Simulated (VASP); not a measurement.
Here is a VASP 6.6.1 calculation.

Contents of INCAR:

```
ALGO = Normal
EDIFF = 1E-6
ENCUT = 520
GGA = PS
ISIF = 2
ISMEAR = -1
LASPH = T
LCHARG = T
LELF = T
LREAL = F
LVHAR = T
LWAVE = F
NBANDS = 20
NELM = 80
PREC = Accurate
SIGMA = 0.1
```

The input KPOINTS:

```
k-points
0
Gamma
  17 17 9
```

File POSCAR:

```
Mn
1.0
    2.3511592127      0.0000000000      0.0000000000
   -1.1755796063      2.0361636066      0.0000000000
    0.0000000000      0.0000000000      3.7981043791
Mn
2
Direct
    0.3333333333      0.6666666667      0.2500000000
    0.6666666667      0.3333333333      0.7500000000
```

Potentials or basis: VASP PAW PBE potentials, release 64 (Mn_pv).

Launch:

```bash
$ cat potpaw_PBE.64/Mn_pv/POTCAR > POTCAR
$ mpirun -np 1 vasp_std > vasp.out
```

(1) What does it give for the band gap on the k mesh?

(2) What does it give for the pressure?

Answers

(1) zero (bands 13 and 14 overlap by 2.49 eV).

(2) 52.2 GPa.

Caveat: the cell stands under pressure; the PAW data sets were made with another functional, which shifts forces and pressure a little; the run has no spin polarisation, though such a crystal can be magnetic.
